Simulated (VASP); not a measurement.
# Al2GaP3 (P1) in VASP: relaxation of cell and atoms with PBE

Aim: the relaxation of cell and atoms of Al2GaP3 with PBE.

Everything below comes from runs of VASP 6.6.1. Logs are shortened: lines on timing, memory, paths and dates and some standing lists are left out, and cuts for length are marked.

**1. The cell of the first run**

The typed cell holds 12 atoms: a = 5.335 Å, b = 5.517 Å, c = 8.611 Å, α = 89.90°, β = 108.50°, γ = 92.19°.

**2. Relaxation of cell and atoms, PBE**

Input file INCAR:

```
PREC = Accurate
ENCUT = 500
EDIFF = 1E-7
ISMEAR = 0
SIGMA = 0.1
LREAL = False
LASPH = True
NELM = 120
ALGO = Normal
ISIF = 3
LWAVE = False
LCHARG = False
GGA = PE
IBRION = 2
NSW = 80
EDIFFG = -0.025
GGA_COMPAT = False
NELMIN = 4
```

Input file KPOINTS:

```
regular mesh
0
Gamma
  4 4 4
```

Input file POSCAR:

```
Al2GaP3
1.0
   -3.8448623297      3.6981254829      0.0217065026
    3.9739937366      3.8272568898      0.0293538467
    1.9143252688     -1.9031847844     -8.1765736983
Al Ga P
4 2 6
Direct
    0.3038356991      1.0304223409      0.6554296850
    0.8770205163      0.4986035440      0.6938344739
    0.7009507248     -0.0059801877      0.3280785968
    0.1502273489      0.4908063145      0.3358765548
   -0.0067299865     -0.0147879939     -0.0105111104
    0.5118603897      0.5201185940      0.0111655297
    0.3043287991      0.2593297760      0.1734815296
    0.8288058745      0.7258951246      0.1489225836
    0.6411570631      0.2636193366      0.8166549228
    0.1772536027      0.7116587032      0.8274339272
    0.9908169756      0.2759073152      0.4993472013
    0.5204729928      0.7444071328      0.5202861057
```

Potentials or basis: VASP PAW PBE potentials, release 64 (Al, Ga_d, P).

Started as:

```
> cat potpaw_PBE.64/Al/POTCAR potpaw_PBE.64/Ga_d/POTCAR potpaw_PBE.64/P/POTCAR > POTCAR
> mpirun -np 1 vasp_std > vasp.out
```

OUTCAR:

```text
PREC = Accurate
   ENCUT = 500
   EDIFF = 1E-7
   ISMEAR = 0
   LREAL = False
   LASPH = True
   NELM = 120
   ISIF = 3
   GGA = PE
   IBRION = 2
   NSW = 80
   EDIFFG = -0.025
   NELMIN = 4

 ion  position               nearest neighbor table
   1  0.304  0.030  0.655-   9 2.25  11 2.27  12 2.49  10 2.51
   2  0.877  0.499  0.694-  10 1.99   9 2.26  11 2.32  12 2.47
   3  0.701  0.994  0.328-  11 2.32   8 2.41  12 2.54   7 2.61
   4  0.150  0.491  0.336-  11 2.19   7 2.25   8 2.37  12 2.49
   5  0.993  0.985  0.989-   8 2.32   7 2.39  10 2.49   9 2.56
   6  0.512  0.520  0.011-   8 2.03  10 2.27   9 2.47   7 2.47
   7  0.304  0.259  0.173-   4 2.25   5 2.39   6 2.47   3 2.61
   8  0.829  0.726  0.149-   6 2.03   5 2.32   4 2.37   3 2.41
   9  0.641  0.264  0.817-   1 2.25   2 2.26   6 2.47   5 2.56
  10  0.177  0.712  0.827-   2 1.99   6 2.27   5 2.49   1 2.51
  11  0.991  0.276  0.499-   4 2.19   1 2.27   3 2.32   2 2.32
  12  0.520  0.744  0.520-   2 2.47   1 2.49   4 2.49   3 2.54

  LATTYP: Found a triclinic cell.
 ALAT       =     5.3347511276
 B/A-ratio  =     1.6140658114
 C/A-ratio  =     1.0342321330
 COS(alpha) =     0.0017581354
 COS(beta)  =     0.0382263031
 COS(gamma) =     0.3173140718

  Lattice vectors:

 A1 = (   3.8448623297,  -3.6981254829,  -0.0217065026)
 A2 = (   1.9143252688,  -1.9031847844,  -8.1765736983)
 A3 = (   3.9739937366,   3.8272568898,   0.0293538467)

Analysis of symmetry for initial positions (statically):
=====================================================================
 Subroutine PRICEL returns:
 Original cell was already a primitive cell.

 Routine SETGRP: Setting up the symmetry group for a
 triclinic supercell.

 Subroutine GETGRP returns: Found  1 space group operations
 (whereof  1 operations were pure point group operations)
 out of a pool of  2 trial point group operations.

The static configuration has the point symmetry C_1 .

Analysis of symmetry for dynamics (positions and initial velocities):
=====================================================================
 Subroutine PRICEL returns:
 Original cell was already a primitive cell.

 Routine SETGRP: Setting up the symmetry group for a
 triclinic supercell.

 Subroutine GETGRP returns: Found  1 space group operations
 (whereof  1 operations were pure point group operations)
 out of a pool of  2 trial point group operations.

The dynamic configuration has the point symmetry C_1 .

 Subroutine INISYM returns: Found  1 space group operations
 (whereof  1 operations are pure point group operations),
 and found     1 'primitive' translations

----------------------------------------------------------------------------------------

                                     Primitive cell

  volume of cell :     240.1559

  direct lattice vectors                    reciprocal lattice vectors
    -3.844862330  3.698125483  0.021706503    -0.130073740  0.135536287 -0.062000792
     3.973993737  3.827256890  0.029353847     0.125737815  0.130732748 -0.000991308
     1.914325269 -1.903184784 -8.176573698     0.000106089  0.000829140 -0.122468769

  length of vectors
     5.334751128  5.517371038  8.610639407     0.197821539  0.181389173  0.122471622

  position of ions in fractional coordinates (direct lattice)
     0.303835699  0.030422341  0.655429685
     0.877020516  0.498603544  0.693834474
     0.700950725  0.994019812  0.328078597
     0.150227349  0.490806314  0.335876555
     0.993270014  0.985212006  0.989488890
     0.511860390  0.520118594  0.011165530
     0.304328799  0.259329776  0.173481530
     0.828805874  0.725895125  0.148922584
     0.641157063  0.263619337  0.816654923
     0.177253603  0.711658703  0.827433927
     0.990816976  0.275907315  0.499347201
     0.520472993  0.744407133  0.520286106

  ion indices of the primitive-cell ions
   primitive index   ion index
                 1           1
                 2           2
                 3           3
                 4           4
                 5           5
                 6           6
                 7           7
                 8           8
                 9           9
                10          10
                11          11
                12          12

----------------------------------------------------------------------------------------

 KPOINTS: regular mesh

Automatic generation of k-mesh.
 Grid dimensions read from file:
 generate k-points for:    4    4    4

 Generating k-lattice:

  Cartesian coordinates                     Fractional coordinates (reciprocal lattice)
    -0.032518435  0.033884072 -0.015500198     0.250000000  0.000000000  0.000000000
     0.031434454  0.032683187 -0.000247827    -0.000000000  0.250000000  0.000000000
     0.000026522  0.000207285 -0.030617192     0.000000000  0.000000000  0.250000000

  Length of vectors
     0.049455385  0.045347293  0.030617906

  Shift w.r.t. Gamma in fractional coordinates (k-lattice)
     0.000000000  0.000000000  0.000000000

 Subroutine IBZKPT returns following result:
 ===========================================

 Found     36 irreducible k-points:

 Following reciprocal coordinates:
            Coordinates               Weight
  0.000000  0.000000  0.000000      1.000000
  0.250000  0.000000 -0.000000      2.000000
  0.500000  0.000000 -0.000000      1.000000
  0.000000  0.250000 -0.000000      2.000000
  0.250000  0.250000 -0.000000      2.000000
  0.500000  0.250000 -0.000000      2.000000
[... 16 lines left out ...]
 -0.000000 -0.250000  0.250000      2.000000
  0.250000 -0.250000  0.250000      2.000000
 [... further k-points ...]
   k-points           NKPTS =     36   k-points in BZ     NKDIM =     36   number of bands    NBANDS=     41
   number of dos      NEDOS =    301   number of ions     NIONS =     12
   total plane-waves  NPLWV = 102400
   dimension x,y,z NGX =    40 NGY =   40 NGZ =   64
   dimension x,y,z NGXF=    80 NGYF=   80 NGZF=  128
   ions per type =               4   2   6
   NGX,Y,Z   is equivalent  to a cutoff of  12.47, 12.05, 12.36 a.u.
   NGXF,Y,Z  is equivalent  to a cutoff of  24.93, 24.11, 24.71 a.u.
 SYSTEM =  unknown system
   PREC   = accura    normal or accurate (medium, high low for compatibility)
   ISTART =      0    job   : 0-new  1-cont  2-samecut
   ICHARG =      2    charge: 1-file 2-atom 10-const
   ISPIN  =      1    spin polarized calculation?
   LNONCOLLINEAR =      F non collinear calculations
   LSORBIT =      F    spin-orbit coupling
   LASPH  =      T    aspherical Exc in radial PAW
   ENCUT  =  500.0 eV  36.75 Ry    6.06 a.u.   9.73 10.06 15.70*2*pi/ulx,y,z
   NELM   =    120;   NELMIN=  4; NELMDL= -5     # of ELM steps
   EDIFF  = 0.1E-06   stopping-criterion for ELM
   LREAL  =      F    real-space projection
   EDIFFG = -.3E-01   stopping-criterion for IOM
   NSW    =     80    number of steps for IOM
   IBRION =      2    ionic relax: 0-MD 1-quasi-New 2-CG
   NFREE  =      1    steps in history (QN), initial steepest desc. (CG)
   ISIF   =      3    stress and relaxation
   ISYM   =      2    0-nonsym 1-usesym 2-fastsym
   POTIM  = 0.5000    time-step for ionic-motion
   TEBEG  =    0.0;   TEEND  =   0.0 temperature during run
   PSTRESS=    0.0 pullay stress
   NELECT =      68.0000    total number of electrons
   NUPDOWN=      -1.0000    fix difference up-down
   EMIN   =  10.00;   EMAX   =-10.00  energy-range for DOS
   EFERMI =   0.00;   METHOD = LEGACY
   ISMEAR =     0;   SIGMA  =   0.10  broadening in eV -4-tet -1-fermi 0-gaus
   EFERMI_NEDOS =   21; number of points for ismear=-14 and -15
   IALGO  =     38    algorithm
   IMIX   =      4    mixing-type and parameters
     AMIX     =   0.40;   BMIX     =  1.00
     AMIX_MAG =   1.60;   BMIX_MAG =  1.00
  volume/ion in A,a.u.               =      20.01       135.05
  Fermi-wavevector in a.u.,A,eV,Ry     =   1.075012  2.031478 15.723587  1.155651
  Thomas-Fermi vector in A             =   2.210857
   LORBIT       =      0    0 simple, 1 ext, 2 COOP (PROOUT), +10 PAW based schemes
   GGA     = PE    functional components
   LHFCALC =     F    Hartree Fock is set to
   AEXX    =    0.0000 exact exchange contribution
   IVDW    =     0    specifies the selected vdW correction
   LEPSILON=     F    determine dielectric tensor
   LRPA    =     F    only Hartree local field effects (RPA)
 conjugate gradient relaxation of ions
 non-spin polarized calculation
 Gauss-broadening in eV      SIGMA  =   0.10
  energy-cutoff  :      500.00
  volume of cell :      240.16
 maximum number of plane-waves:      6112
 NGX is ok and might be reduce to    40
   NGX = 19   NGY = 21   NGZ = 31

--------------------------------------- Ionic step        1  -------------------------------------------

 number of electron      67.9999996 magnetization

 Free energy of the ion-electron system (eV)
  ---------------------------------------------------
  ext. energy  EPLUGINS =         0.00000000
  ---------------------------------------------------
  free energy    TOTEN  =       -56.49617009 eV

  energy without entropy =      -56.49617009  energy(sigma->0) =      -56.49617009

------------------------ aborting loop because EDIFF is reached ----------------------------------------

  FORCE on cell =-STRESS in cart. coord.  units (eV):
  Direction    XX          YY          ZZ          XY          YZ          ZX
  --------------------------------------------------------------------------------------
  -------------------------------------------------------------------------------------
  Total       -0.4511172     21.6226967     10.0936619     -2.6274940     -8.7299475      0.1523221
  in kB       -3.0095848    144.2537435     67.3388955    -17.5290739    -58.2410060      1.0162025
  external PRESSURE =      69.5276847 kB  Pullay stress =       0.0000000 kB
[... 119 lines left out ...]
  FREE ENERGIE OF THE ION-ELECTRON SYSTEM (eV)
  ---------------------------------------------------
  free  energy   TOTEN  =       -58.8068890684 eV

  energy  without entropy=      -58.8068890684  energy(sigma->0) =      -58.80688907

[... ionic steps 4 to 15 ...]

--------------------------------------- Ionic step       16  -------------------------------------------

 number of electron      67.9999974 magnetization

------------------------ aborting loop because EDIFF is reached ----------------------------------------
[... 87 lines left out ...]
--------------------------------------- Ionic step       18  -------------------------------------------

 number of electron      67.9999970 magnetization

 Free energy of the ion-electron system (eV)
  ---------------------------------------------------
  ext. energy  EPLUGINS =         0.00000000
  ---------------------------------------------------
  free energy    TOTEN  =       -59.73487245 eV

  energy without entropy =      -59.73487245  energy(sigma->0) =      -59.73487245

 E-fermi :   4.7702     XC(G=0):  -9.3042

 val. band max:        4.3471455020   @ k =   0.0000   0.0000   0.0000
 cond. band min:       5.9852139811   @ k =  -0.0000  -0.0000   0.5000
 fundamental gap:      1.6380684791
 Fermi energy:         4.7702306397

 k-point     1 :       0.0000    0.0000    0.0000
  band No.  band energies     occupation
      1      -9.9339      2.00000
      2      -9.9068      2.00000
      3      -9.9065      2.00000
      4      -9.8530      2.00000
      5      -9.8529      2.00000
      6      -9.8228      2.00000
[... 1045 lines left out ...]
     40       7.7582      0.00000
     41       8.3682      0.00000

 [... further k-points ...]

------------------------ aborting loop because EDIFF is reached ----------------------------------------

  FORCE on cell =-STRESS in cart. coord.  units (eV):
  Direction    XX          YY          ZZ          XY          YZ          ZX
  --------------------------------------------------------------------------------------
  -------------------------------------------------------------------------------------
  Total       -0.0448784     -0.0573496     -0.0887495     -0.0230733      0.0790145      0.0013828
  in kB       -0.2870185     -0.3667779     -0.5675955     -0.1475645      0.5053353      0.0088439
  external PRESSURE =      -0.4071306 kB  Pullay stress =       0.0000000 kB
[... 27 lines left out ...]
  FREE ENERGIE OF THE ION-ELECTRON SYSTEM (eV)
  ---------------------------------------------------
  free  energy   TOTEN  =       -59.7348724545 eV

  energy  without entropy=      -59.7348724545  energy(sigma->0) =      -59.73487245

 reached required accuracy - stopping structural energy minimisation
```

It took 38 min on 1 thread of Intel Xeon 6975P-C (Granite Rapids), shared host; peak memory 0.49 GiB.

Results:

| Property | Result |
| --- | --- |
| Free energy | -59.7349 eV |
| Relaxed volume | 20.88 Å³/atom |
| Relaxed cell | a = 5.507 Å, b = 5.510 Å, c = 8.703 Å, α = 89.98°, β = 108.43°, γ = 90.00° |
| Space group after relaxing (to 0.1 Å) | I-4m2 (No. 119) |
| Energy gained by relaxing | 269.9 meV/atom |
| Ionic steps | 18 |
| Pressure after relaxing | 0.0 GPa |
| Largest force after relaxing | 0.024 eV/Å |
| Band gap on the k mesh | 1.64 eV |

Forces on the atoms (eV/Å):
```
Al   0.006  0.008  0.014
Al  -0.014  0.016 -0.007
Al  -0.003  0.002  0.000
Al   0.015  0.015  0.009
Ga   0.003  0.012 -0.012
Ga   0.000  0.005 -0.006
P   -0.006 -0.001 -0.013
P    0.007 -0.004  0.003
P   -0.007 -0.015 -0.012
P    0.010 -0.012  0.006
P   -0.016 -0.012  0.014
P    0.006 -0.015  0.002
```

Stress tensor (GPa, compression positive):
```
-0.03 -0.01  0.00
-0.01 -0.04  0.05
 0.00  0.05 -0.06
```

The path:
```tsv
step	energy change (eV)	largest force (eV/Å)	pressure (GPa)	volume (Å³)
1	0.0000	6.5528	6.95	240.16
2	-1.6877	2.2261	-3.72	270.81
3	-2.3107	2.1446	-1.33	256.58
4	-3.0033	0.7072	-1.29	254.20
5	-3.0586	0.7454	-1.01	253.28
6	-3.1458	0.3356	0.54	248.36
7	-3.1485	0.3013	0.89	247.34
8	-3.1832	0.2608	0.09	249.87
9	-3.1869	0.2935	-0.26	251.02
10	-3.2090	0.2094	-0.21	250.91
11	-3.2252	0.2179	-0.11	250.71
12	-3.2338	0.0964	0.18	249.83
13	-3.2338	0.0966	0.19	249.81
14	-3.2373	0.0871	-0.10	250.71
15	-3.2374	0.0718	-0.05	250.55
16	-3.2383	0.0284	0.02	250.32
17	-3.2384	0.0317	0.05	250.24
18	-3.2387	0.0241	-0.04	250.52
```

Final structure:
```
Al Ga P
1.0
    -3.89510    3.89287    0.00032
     3.89487    3.89710   -0.00062
     1.94727   -1.94406   -8.25666
Al Ga P
4 2 6
Cartesian
  0.0002 0.0012 -5.5056
  0.0042 3.8971 -5.5034
  -1.9472 1.9498 -2.7507
  1.9434 1.9481 -2.7556
  1.9462 5.8425 -8.2535
  -0.0012 3.8946 -0.0015
  -0.0001 1.9455 -1.3800
  -0.0030 5.8427 -1.3846
  0.0011 1.9508 -6.8723
  3.8923 1.9520 -6.8750
  -1.9450 3.8954 -4.1314
  1.9489 3.9001 -4.1275
```

A k mesh can miss the band edges.
